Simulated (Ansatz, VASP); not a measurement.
**C: VASP beside Ansatz**

INCAR

```
PREC = Accurate
ENCUT = 520
EDIFF = 1E-6
ISMEAR = 0
SIGMA = 0.15
LREAL = False
LASPH = True
NELM = 80
ALGO = Normal
ISIF = 2
LWAVE = False
LCHARG = True
GGA = PS
IVDW = 12
LELF = True
LVHAR = True
NBANDS = 16
```

The input KPOINTS:

```
Automatic mesh
0
Gamma
  21 21 8
```

Contents of POSCAR:

```
C
1.0
    2.4572195491      0.0000000000      0.0000000000
   -1.2286097746      2.1280145522      0.0000000000
    0.0000000000      0.0000000000      6.2681213479
C
4
Direct
    0.0000000000      0.0000000000      0.0025000000
    0.0000000000      0.0000000000      0.5025000000
    0.3333333333      0.6666666667      0.0025000000
    0.6666666667      0.3333333333      0.5025000000
```

Input for Ansatz:

```yaml
crystal:
  lattice:
    - [2.4572195491, 0.0, 0.0]
    - [-1.2286097746, 2.1280145522, 0.0]
    - [0.0, 0.0, 6.2681213479]
  atoms:
    - { symbol: C, position: [0.0, 0.0, 0.0025] }
    - { symbol: C, position: [0.0, 0.0, 0.5025] }
    - { symbol: C, position: [0.3333333333, 0.6666666667, 0.0025] }
    - { symbol: C, position: [0.6666666667, 0.3333333333, 0.5025] }
basis:
  ecutwfc: 520.0
kpoints:
  mp_grid: { grid: [21, 21, 8] }
hamiltonian:
  xc: pbesol
  pseudopotentials: { kind: paw, azcp: { folder: soft_1 } }
  dispersion: d3bj
scf:
  occupations: { method: gaussian, width: 0.15 }
output:
  forces: true
  stress: true
  eigenvalues: true
```

Alike in both runs: task single point; functional PBEsol; dispersion D3(BJ); k mesh 21 × 21 × 8; occupations gaussian, width 0.15 eV; no spin polarisation.

```csv
,VASP,Ansatz
version,VASP 6.6.1,Ansatz 0.2.0
potentials or method,"VASP PAW PBE potentials, release 64 (C), cutoff 520 eV","scalar-relativistic, plane waves, PAW"
valence electrons in the cell,16,16
```

```tsv
	VASP	Ansatz	Ansatz less VASP
gap on the k mesh at the Fermi level (eV)	none	none	-
pressure (GPa)	1.8	1.0	-0.78
traceless stress, the component that is largest in VASP (GPa)	0.43	1.31	+0.877
```

VASP's potentials were made for PBE, not for PBEsol, and Ansatz warns of the same on its side. A gap of «none» marks a metal or a gap that the smearing closes.
